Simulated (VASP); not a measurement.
# Si (I4/mmm) in VASP: further runs

The runs below take Si through single point, relaxation of cell and atoms, with PBE.

Everything below comes from runs of VASP 6.6.1. Logs are shortened: lines on timing, memory, paths and dates and some standing lists are left out, and cuts for length are marked.

## Step 1: The cell of the first run

It takes space group I4/mmm (No. 139, tetragonal). The conventional cell has a = 3.021 Å, b = 3.021 Å, c = 4.597 Å, α = 90.00°, β = 90.00°, γ = 90.00°. Si (site symmetry 4/mmm) has 12 Si at 3.02 to 3.14 Å within 4.0 Å.

## Step 2: Single point, PBE

Input file INCAR:

```
  ALGO = Normal
  EDIFF = 1E-6
  ENCUT = 500
  GGA = PE
  GGA_COMPAT = False
  ISIF = 2
  ISMEAR = 0
  LASPH = True
  LCHARG = False
  LREAL = False
  LWAVE = False
  NBANDS = 8
  NELM = 120
  PREC = Accurate
  SIGMA = 0.1
```

Input file KPOINTS:

```
k-points
0
Gamma
  8 8 8
```

Input file POSCAR:

```
Si
1.0
   -1.5107099016      1.5107099016      2.2983247308
    1.5107099016     -1.5107099016      2.2983247308
    1.5107099016      1.5107099016     -2.2983247308
Si
1
Direct
    0.0000000000      0.0000000000      0.0000000000
```

Potentials or basis: VASP PAW PBE potentials, release 64 (Si).

Run with:

```bash
$ cat potpaw_PBE.64/Si/POTCAR > POTCAR
$ mpirun -np 1 vasp_std > vasp.out
```

OUTCAR:

```text
EDIFF = 1E-6
   ENCUT = 500
   GGA = PE
   ISIF = 2
   ISMEAR = 0
   LASPH = True
   LREAL = False
   NELM = 120
   PREC = Accurate

 ion  position               nearest neighbor table
   1  0.000  0.000  0.000-

  LATTYP: Found a body centered tetragonal cell.
 ALAT       =     3.0214198032
 C/A-ratio  =     1.5213541186

  Lattice vectors:

 A1 = (  -1.5107099016,   1.5107099016,   2.2983247308)
 A2 = (   1.5107099016,  -1.5107099016,   2.2983247308)
 A3 = (   1.5107099016,   1.5107099016,  -2.2983247308)

Analysis of symmetry for initial positions (statically):
=====================================================================
 Subroutine PRICEL returns:
 Original cell was already a primitive cell.

 Routine SETGRP: Setting up the symmetry group for a
 body centered tetragonal supercell.

 Subroutine GETGRP returns: Found 16 space group operations
 (whereof 16 operations were pure point group operations)
 out of a pool of 16 trial point group operations.

The static configuration has the point symmetry D_4h.

Analysis of symmetry for dynamics (positions and initial velocities):
=====================================================================
 Subroutine PRICEL returns:
 Original cell was already a primitive cell.

 Routine SETGRP: Setting up the symmetry group for a
 body centered tetragonal supercell.

 Subroutine GETGRP returns: Found 16 space group operations
 (whereof 16 operations were pure point group operations)
 out of a pool of 16 trial point group operations.

The dynamic configuration has the point symmetry D_4h.

 Subroutine INISYM returns: Found 16 space group operations
 (whereof 16 operations are pure point group operations),
 and found     1 'primitive' translations

----------------------------------------------------------------------------------------

                                     Primitive cell

  volume of cell :      20.9814

  direct lattice vectors                    reciprocal lattice vectors
    -1.510709902  1.510709902  2.298324731     0.000000000  0.330970228  0.217549763
     1.510709902 -1.510709902  2.298324731     0.330970228  0.000000000  0.217549763
     1.510709902  1.510709902 -2.298324731     0.330970228  0.330970228  0.000000000

  length of vectors
     3.137958792  3.137958792  3.137958792     0.396067154  0.396067154  0.468062585

  position of ions in fractional coordinates (direct lattice)
     0.000000000  0.000000000  0.000000000

  ion indices of the primitive-cell ions
   primitive index   ion index
                 1           1

----------------------------------------------------------------------------------------

 KPOINTS: k-points

Automatic generation of k-mesh.
 Grid dimensions read from file:
 generate k-points for:    8    8    8

 Generating k-lattice:

  Cartesian coordinates                     Fractional coordinates (reciprocal lattice)
     0.000000000  0.041371278  0.027193720     0.125000000  0.000000000  0.000000000
     0.041371278  0.000000000  0.027193720     0.000000000  0.125000000  0.000000000
     0.041371278  0.041371278  0.000000000     0.000000000  0.000000000  0.125000000

  Length of vectors
     0.049508394  0.049508394  0.058507823

  Shift w.r.t. Gamma in fractional coordinates (k-lattice)
     0.000000000  0.000000000  0.000000000

 Subroutine IBZKPT returns following result:
 ===========================================

 Found     59 irreducible k-points:

 Following reciprocal coordinates:
            Coordinates               Weight
  0.000000  0.000000  0.000000      1.000000
  0.125000  0.000000 -0.000000      8.000000
  0.250000  0.000000 -0.000000      8.000000
  0.375000  0.000000 -0.000000      8.000000
  0.500000  0.000000 -0.000000      4.000000
  0.125000  0.125000 -0.000000      8.000000
[... 16 lines left out ...]
  0.250000  0.125000  0.125000     16.000000
  0.375000  0.125000  0.125000      8.000000
 [... further k-points ...]
   k-points           NKPTS =     59   k-points in BZ     NKDIM =     59   number of bands    NBANDS=      8
   number of dos      NEDOS =    301   number of ions     NIONS =      1
   total plane-waves  NPLWV =  13824
   dimension x,y,z NGX =    24 NGY =   24 NGZ =   24
   dimension x,y,z NGXF=    48 NGYF=   48 NGZF=   48
   ions per type =               1
   NGX,Y,Z   is equivalent  to a cutoff of  12.71, 12.71, 12.71 a.u.
   NGXF,Y,Z  is equivalent  to a cutoff of  25.43, 25.43, 25.43 a.u.
 SYSTEM =  unknown system
   PREC   = accura    normal or accurate (medium, high low for compatibility)
   ISTART =      0    job   : 0-new  1-cont  2-samecut
   ICHARG =      2    charge: 1-file 2-atom 10-const
   ISPIN  =      1    spin polarized calculation?
   LNONCOLLINEAR =      F non collinear calculations
   LSORBIT =      F    spin-orbit coupling
   LASPH  =      T    aspherical Exc in radial PAW
   ENCUT  =  500.0 eV  36.75 Ry    6.06 a.u.   5.72  5.72  5.72*2*pi/ulx,y,z
   NELM   =    120;   NELMIN=  2; NELMDL= -5     # of ELM steps
   EDIFF  = 0.1E-05   stopping-criterion for ELM
   LREAL  =      F    real-space projection
   EDIFFG = 0.1E-04   stopping-criterion for IOM
   NSW    =      0    number of steps for IOM
   IBRION =     -1    ionic relax: 0-MD 1-quasi-New 2-CG
   NFREE  =      0    steps in history (QN), initial steepest desc. (CG)
   ISIF   =      2    stress and relaxation
   ISYM   =      2    0-nonsym 1-usesym 2-fastsym
   POTIM  = 0.5000    time-step for ionic-motion
   TEBEG  =    0.0;   TEEND  =   0.0 temperature during run
   PSTRESS=    0.0 pullay stress
   NELECT =       4.0000    total number of electrons
   NUPDOWN=      -1.0000    fix difference up-down
   EMIN   =  10.00;   EMAX   =-10.00  energy-range for DOS
   EFERMI =   0.00;   METHOD = LEGACY
   ISMEAR =     0;   SIGMA  =   0.10  broadening in eV -4-tet -1-fermi 0-gaus
   EFERMI_NEDOS =   21; number of points for ismear=-14 and -15
   IALGO  =     38    algorithm
   IMIX   =      4    mixing-type and parameters
     AMIX     =   0.40;   BMIX     =  1.00
     AMIX_MAG =   1.60;   BMIX_MAG =  1.00
  volume/ion in A,a.u.               =      20.98       141.59
  Fermi-wavevector in a.u.,A,eV,Ry     =   0.942216  1.780529 12.078849  0.887770
  Thomas-Fermi vector in A             =   2.069803
   LORBIT       =      0    0 simple, 1 ext, 2 COOP (PROOUT), +10 PAW based schemes
   GGA     = PE    functional components
   LHFCALC =     F    Hartree Fock is set to
   AEXX    =    0.0000 exact exchange contribution
   IVDW    =     0    specifies the selected vdW correction
   LEPSILON=     F    determine dielectric tensor
   LRPA    =     F    only Hartree local field effects (RPA)
 non-spin polarized calculation
 Gauss-broadening in eV      SIGMA  =   0.10
  energy-cutoff  :      500.00
  volume of cell :       20.98
 maximum number of plane-waves:       549
   NGX = 11   NGY = 11   NGZ = 11

 number of electron       4.0000000 magnetization

 Free energy of the ion-electron system (eV)
  ---------------------------------------------------
  ext. energy  EPLUGINS =         0.00000000
  ---------------------------------------------------
  free energy    TOTEN  =        -4.49792823 eV

  energy without entropy =       -4.49423380  energy(sigma->0) =       -4.49608101

 E-fermi :   5.9742     XC(G=0):  -9.7398

 val. band max:        5.9332761810   @ k =   0.5000   0.5000   0.1250
 cond. band min:       6.0152018270   @ k =   0.2500   0.1250  -0.0000
 fundamental gap:      0.0819256460
 Fermi energy:         5.9741720307

 k-point     1 :       0.0000    0.0000    0.0000
  band No.  band energies     occupation
      1      -5.5288      2.00000
      2      13.1652      0.00000
      3      13.2539      0.00000
      4      13.2539      0.00000
      5      16.0593      0.00000
      6      16.8396      0.00000
      7      16.8396      0.00000
      8      20.2440      0.00000

 k-point     2 :       0.1250    0.0000   -0.0000
  band No.  band energies     occupation
      1      -5.1812      2.00000
      2      10.7085      0.00000
      3      12.5655      0.00000
      4      12.9226      0.00000
      5      16.5461      0.00000
      6      16.9983      0.00000
      7      17.5741      0.00000
      8      19.5953      0.00000

 k-point     3 :       0.2500    0.0000   -0.0000
  band No.  band energies     occupation
      1      -4.1478      2.00000
      2       6.8575      0.00000
      3      11.6837      0.00000
      4      12.4632      0.00000
      5      15.8028      0.00000
      6      16.7846      0.00000
      7      18.0072      0.00000
      8      20.9640      0.00000

 k-point     4 :       0.3750    0.0000   -0.0000
  band No.  band energies     occupation
      1      -2.4799      2.00000
      2       3.3423      2.00000
      3      11.1213      0.00000
      4      12.2481      0.00000
      5      14.9490      0.00000
      6      16.4062      0.00000
      7      16.9207      0.00000
      8      20.5642      0.00000

 k-point     5 :       0.5000    0.0000   -0.0000
  band No.  band energies     occupation
      1      -0.8764      2.00000
      2       1.1080      2.00000
      3      10.9373      0.00000
      4      12.2120      0.00000
      5      14.5976      0.00000
      6      16.3452      0.00000
      7      16.4156      0.00000
      8      19.9738      0.00000
[... 177 lines left out ...]
 k-point    22 :       0.1250    0.1250    0.1250
  band No.  band energies     occupation
      1      -3.1898      2.00000
      2       7.5398      0.00000
      3       7.7260      0.00000
      4      11.0709      0.00000
      5      14.9516      0.00000
      6      15.5311      0.00000
      7      17.5781      0.00000
      8      21.7004      0.00000

 k-point    23 :       0.2500    0.1250    0.1250
  band No.  band energies     occupation
      1      -1.5348      2.00000
      2       4.2147      2.00000
      3       7.5687      0.00000
      4       9.7933      0.00000
      5      14.5447      0.00000
      6      15.8484      0.00000
      7      18.1958      0.00000
      8      22.1748      0.00000

 k-point    24 :       0.3750    0.1250    0.1250
  band No.  band energies     occupation
      1       0.0549      2.00000
      2       2.0146      2.00000
      3       7.7445      0.00000
      4       9.0905      0.00000
      5      14.3329      0.00000
      6      15.5028      0.00000
      7      20.8519      0.00000
      8      20.9993      0.00000

 [... further k-points ...]
[... 5 lines left out ...]
  --------------------------------------------------------------------------------------
  -------------------------------------------------------------------------------------
  Total       -1.7579486     -1.7579486     -1.9537193      0.0000000      0.0000000      0.0000000
  in kB     -134.2403940   -134.2403940   -149.1898315      0.0000000      0.0000000      0.0000000
  external PRESSURE =    -139.2235398 kB  Pullay stress =       0.0000000 kB

 VOLUME and BASIS-vectors are now :
 -----------------------------------------------------------------------------
  energy-cutoff  :      500.00
  volume of cell :       20.98
      direct lattice vectors                 reciprocal lattice vectors
    -1.510709902  1.510709902  2.298324731     0.000000000  0.330970228  0.217549763
     1.510709902 -1.510709902  2.298324731     0.330970228  0.000000000  0.217549763
     1.510709902  1.510709902 -2.298324731     0.330970228  0.330970228  0.000000000

 POSITION                                       TOTAL-FORCE (eV/Angst)
 -----------------------------------------------------------------------------------
      0.00000      0.00000      0.00000         0.000000     -0.000000      0.000000
 -----------------------------------------------------------------------------------
    total drift:                                0.000000      0.000000     -0.000000

  FREE ENERGIE OF THE ION-ELECTRON SYSTEM (eV)
  ---------------------------------------------------
  free  energy   TOTEN  =        -4.4979282280 eV

  energy  without entropy=       -4.4942337980  energy(sigma->0) =       -4.49608101
```

Run time: 5.9 s. Hardware: 1 thread of Intel Xeon 8259CL, shared host; peak memory 0.13 GiB.

What came out:

```yaml
Free_energy: -4.4979 eV
Pressure: -13.9 GPa
Band_gap_on_the_k_mesh: zero (band 2 reaches 13.17 eV, above the bottom of band 3 at 4.01 eV)
```

Caveat: the k points lie up to 0.37 Å⁻¹ apart.

## Step 3: Relaxation of cell and atoms, PBE

Input file INCAR:

```
SYSTEM = Si
ALGO = Normal ; EDIFF = 1E-7
EDIFFG = -0.04 ; ENCUT = 500
GGA = PE ; GGA_COMPAT = .FALSE.
IBRION = 2 ; ISIF = 3
ISMEAR = 0 ; LASPH = .TRUE.
LCHARG = .FALSE. ; LREAL = .FALSE.
LWAVE = .FALSE. ; NELM = 120
NELMIN = 4 ; NSW = 90
PREC = Accurate ; SIGMA = 0.1
```

Input file KPOINTS:

```
k-points
0
G
  8 8 8
  0 0 0
```

POSCAR is that of step 2.

Potentials or basis: VASP PAW PBE potentials, release 64 (Si).

Run with:

```bash
$ cat potpaw_PBE.64/Si/POTCAR > POTCAR
$ mpirun -np 1 vasp_std > vasp.out
```

OUTCAR:

```text
SYSTEM = Si
   EDIFF = 1E-7
   EDIFFG = -0.04
   ENCUT = 500
   GGA = PE
   IBRION = 2
   ISIF = 3
   ISMEAR = 0
   LASPH = .TRUE.
   LREAL = .FALSE.
   NELM = 120
   NELMIN = 4
   NSW = 90
   PREC = Accurate

 ion  position               nearest neighbor table
   1  0.000  0.000  0.000-

  LATTYP: Found a body centered tetragonal cell.
 ALAT       =     3.0214198032
 C/A-ratio  =     1.5213541186

  Lattice vectors:

 A1 = (  -1.5107099016,   1.5107099016,   2.2983247308)
 A2 = (   1.5107099016,  -1.5107099016,   2.2983247308)
 A3 = (   1.5107099016,   1.5107099016,  -2.2983247308)

Analysis of symmetry for initial positions (statically):
=====================================================================
 Subroutine PRICEL returns:
 Original cell was already a primitive cell.

 Routine SETGRP: Setting up the symmetry group for a
 body centered tetragonal supercell.

 Subroutine GETGRP returns: Found 16 space group operations
 (whereof 16 operations were pure point group operations)
 out of a pool of 16 trial point group operations.

The static configuration has the point symmetry D_4h.

Analysis of symmetry for dynamics (positions and initial velocities):
=====================================================================
 Subroutine PRICEL returns:
 Original cell was already a primitive cell.

 Routine SETGRP: Setting up the symmetry group for a
 body centered tetragonal supercell.

 Subroutine GETGRP returns: Found 16 space group operations
 (whereof 16 operations were pure point group operations)
 out of a pool of 16 trial point group operations.

The dynamic configuration has the point symmetry D_4h.

 Subroutine INISYM returns: Found 16 space group operations
 (whereof 16 operations are pure point group operations),
 and found     1 'primitive' translations

----------------------------------------------------------------------------------------

[... 92 lines left out ...]
   EDIFFG = -.4E-01   stopping-criterion for IOM
   NSW    =     90    number of steps for IOM
   IBRION =      2    ionic relax: 0-MD 1-quasi-New 2-CG
   NFREE  =      1    steps in history (QN), initial steepest desc. (CG)
   ISIF   =      3    stress and relaxation
   ISYM   =      2    0-nonsym 1-usesym 2-fastsym
   POTIM  = 0.5000    time-step for ionic-motion
   TEBEG  =    0.0;   TEEND  =   0.0 temperature during run
   PSTRESS=    0.0 pullay stress
   NELECT =       4.0000    total number of electrons
   NUPDOWN=      -1.0000    fix difference up-down
   EMIN   =  10.00;   EMAX   =-10.00  energy-range for DOS
   EFERMI =   0.00;   METHOD = LEGACY
   ISMEAR =     0;   SIGMA  =   0.10  broadening in eV -4-tet -1-fermi 0-gaus
   EFERMI_NEDOS =   21; number of points for ismear=-14 and -15
   IALGO  =     38    algorithm
   IMIX   =      4    mixing-type and parameters
     AMIX     =   0.40;   BMIX     =  1.00
     AMIX_MAG =   1.60;   BMIX_MAG =  1.00
  volume/ion in A,a.u.               =      20.98       141.59
  Fermi-wavevector in a.u.,A,eV,Ry     =   0.942216  1.780529 12.078849  0.887770
  Thomas-Fermi vector in A             =   2.069803
   LORBIT       =      0    0 simple, 1 ext, 2 COOP (PROOUT), +10 PAW based schemes
   GGA     = PE    functional components
   LHFCALC =     F    Hartree Fock is set to
   AEXX    =    0.0000 exact exchange contribution
   IVDW    =     0    specifies the selected vdW correction
   LEPSILON=     F    determine dielectric tensor
   LRPA    =     F    only Hartree local field effects (RPA)
 conjugate gradient relaxation of ions
 non-spin polarized calculation
 Gauss-broadening in eV      SIGMA  =   0.10
  energy-cutoff  :      500.00
  volume of cell :       20.98
 maximum number of plane-waves:       549
   NGX = 11   NGY = 11   NGZ = 11

--------------------------------------- Ionic step        1  -------------------------------------------

 number of electron       4.0000000 magnetization

 Free energy of the ion-electron system (eV)
  ---------------------------------------------------
  ext. energy  EPLUGINS =         0.00000000
  ---------------------------------------------------
  free energy    TOTEN  =        -4.49792815 eV

  energy without entropy =       -4.49423380  energy(sigma->0) =       -4.49608097

 E-fermi :   5.9742     XC(G=0):  -9.7398

 val. band max:        5.9332799848   @ k =   0.5000   0.5000   0.1250
 cond. band min:       6.0152050073   @ k =   0.2500   0.1250  -0.0000
 fundamental gap:      0.0819250226
 Fermi energy:         5.9741737185
[... 314 lines left out ...]
  FREE ENERGIE OF THE ION-ELECTRON SYSTEM (eV)
  ---------------------------------------------------
  free  energy   TOTEN  =        -4.8772491402 eV

  energy  without entropy=       -4.8739433644  energy(sigma->0) =       -4.87559625

[... ionic steps 4 to 11 ...]

--------------------------------------- Ionic step       12  -------------------------------------------

 number of electron       4.0000000 magnetization

------------------------ aborting loop because EDIFF is reached ----------------------------------------
[... 290 lines left out ...]
--------------------------------------- Ionic step       14  -------------------------------------------

 number of electron       4.0000000 magnetization

 Free energy of the ion-electron system (eV)
  ---------------------------------------------------
  ext. energy  EPLUGINS =         0.00000000
  ---------------------------------------------------
  free energy    TOTEN  =        -4.89609966 eV

  energy without entropy =       -4.89371939  energy(sigma->0) =       -4.89490952

 E-fermi :   9.9495     XC(G=0): -11.1375

 val. band max:        9.8817086018   @ k =  -0.3750   0.3750   0.1250
 cond. band min:       9.9703567304   @ k =   0.3750   0.2500   0.1250
 fundamental gap:      0.0886481286
 Fermi energy:         9.9495020512
[... 244 lines left out ...]
  FREE ENERGIE OF THE ION-ELECTRON SYSTEM (eV)
  ---------------------------------------------------
  free  energy   TOTEN  =        -4.8960996610 eV

  energy  without entropy=       -4.8937193867  energy(sigma->0) =       -4.89490952

 reached required accuracy - stopping structural energy minimisation
```

CONTCAR:

```text
Si
   1.00000000000000
    -1.3086561958785192    1.3086561958785192    2.1399213459363553
     1.3086561958785192   -1.3086561958785192    2.1399213459363553
     1.3086561958785192    1.3086561958785192   -2.1399213459363553
  Si
     1
Direct
     1.0000000000000000    0.0000000000000000    0.0000000000000000

  0.00000000E+00  0.00000000E+00  0.00000000E+00
```

Run time: 76 s. Hardware: 1 thread of Intel Xeon 8259CL, shared host; peak memory 0.14 GiB.

Results:

- Free energy: -4.8961 eV
- Relaxed volume: 14.66 Å³/atom
- Relaxed cell: a = 2.829 Å, b = 2.829 Å, c = 2.829 Å, α = 124.90°, β = 124.90°, γ = 81.71°
- Space group after relaxing (to 0.05 Å): I4/mmm (No. 139)
- Energy gained by relaxing: 398.2 meV/atom
- Ionic steps: 14
- Pressure after relaxing: 0.0 GPa
- Band gap on the k mesh: zero (band 2 reaches 20.69 eV, above the bottom of band 3 at 6.75 eV)

Stress tensor (GPa, compression positive):
```
 0.14  0.00  0.00
 0.00  0.14  0.00
 0.00  0.00 -0.23
```

Step by step:
```tsv
step	energy change (eV)	largest force (eV/Å)	pressure (GPa)	volume (Å³)
1	0.0000	0.0000	-13.92	20.98
2	-0.3523	0.0000	-6.04	15.92
3	-0.3793	0.0000	-1.59	14.75
4	-0.3804	0.0000	0.35	14.41
5	-0.3805	0.0000	-0.35	14.52
6	-0.3881	0.0000	1.22	14.42
7	-0.3931	0.0000	3.12	14.20
8	-0.3630	0.0000	7.64	13.70
9	-0.3910	0.0000	3.64	14.09
10	-0.3933	0.0000	3.23	14.17
11	-0.3954	0.0000	1.43	14.40
12	-0.3955	0.0000	1.71	14.36
13	-0.3974	0.0000	0.87	14.50
14	-0.3982	0.0000	0.02	14.66
```

Final structure:
```
Si
1.0
    -1.30866    1.30866    2.13992
     1.30866   -1.30866    2.13992
     1.30866    1.30866   -2.13992
Si
1
Direct
  0.00000 0.00000 0.00000
```

Caveat: the k points lie up to 0.42 Å⁻¹ apart in the final cell; the volume moved by over 15 % at a fixed basis, so the end points are rough.
